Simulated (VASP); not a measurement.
Input of a VASP 6.6.1 run:

File INCAR:

```
PREC = Accurate
ENCUT = 520
EDIFF = 1E-6
ISMEAR = 0
SIGMA = 0.05
LREAL = False
LASPH = True
NELM = 100
ALGO = Normal
ISIF = 2
LWAVE = False
LCHARG = False
GGA = PE
NBANDS = 26
```

KPOINTS

```
regular mesh
0
Gamma
  12 12 7
```

Contents of POSCAR:

```
GaN
1.0
    3.1889304035      0.0000000000      0.0000000000
   -1.5944652018      2.7616947404      0.0000000000
    0.0000000000      0.0000000000      5.1923572500
Ga N
2 2
Direct
    0.6666666700      0.3333333300      0.4971578025
    0.3333333300      0.6666666700      0.9990837100
    0.6666666700      0.3333333300      0.8759162900
    0.3333333300      0.6666666700      0.3759162900
```

Potentials or basis: VASP PAW PBE potentials, release 64 (Ga_d, N).

The run is started by

```console
$ cat potpaw_PBE.64/Ga_d/POTCAR potpaw_PBE.64/N/POTCAR > POTCAR
$ mpirun -np 1 vasp_std > vasp.out
```

Problem. Predict the largest force.

Solution. 0.200 eV/Å.

Problem. What does it give for the band gap on the k mesh?

Solution. 1.91 eV.

Problem. Estimate the pressure.

Solution. 5.3 GPa.

Stress tensor (GPa, compression positive):
```
5.39 0.00 0.00
0.00 5.39 0.00
0.00 0.00 5.01
```

Caveat: the cell stands under pressure.
